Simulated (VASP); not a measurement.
A run of VASP 6.6.1 is set up as follows.

Contents of INCAR:

```
PREC = Accurate
ENCUT = 910
EDIFF = 1E-6
ISMEAR = 0
SIGMA = 0.05
LREAL = False
LASPH = True
NELM = 120
ALGO = Normal
ISIF = 2
LWAVE = False
LCHARG = False
GGA = CA
NBANDS = 11
GGA_COMPAT = False
```

Contents of KPOINTS:

```
Automatic mesh
0
Gamma
  12 12 12
```

Contents of POSCAR:

```
C
1.0
    0.0000000000      1.7856350203      1.8584730372
    1.6532022623      0.0000000000      1.8584730372
    1.6532022623      1.7856350203      0.0000000000
C
2
Direct
    0.5000000000      0.5000000000      0.5000000000
    0.7500000000      0.7500000000      0.7500000000
```

Potentials or basis: VASP PAW LDA potentials, release 64 (C_h).

Launch:

```sh
$ cat potpaw_LDA.64/C_h/POTCAR > POTCAR
$ mpirun -np 1 vasp_std > vasp.out
```

Task: Predict the band gap on the k mesh.

Result: 1.79 eV, indirect (least direct gap 4.04 eV).

Task: Predict the pressure.

Result: 2.5 GPa.

Stress tensor (GPa, compression positive):
```
 59.02   0.00   0.00
  0.00  -2.77   0.00
  0.00   0.00 -48.62
```

Caveat: the cell differs from its parent crystal (strain +e along x and -e along y -0.0375, strain +e along z and -e/2 along x and y +0.0525); the cutoff is under 1.25 times the usual one of these potentials, so pressure, stress and relaxed cells hold a basis-set (Pulay) error. A k mesh can miss the band edges.
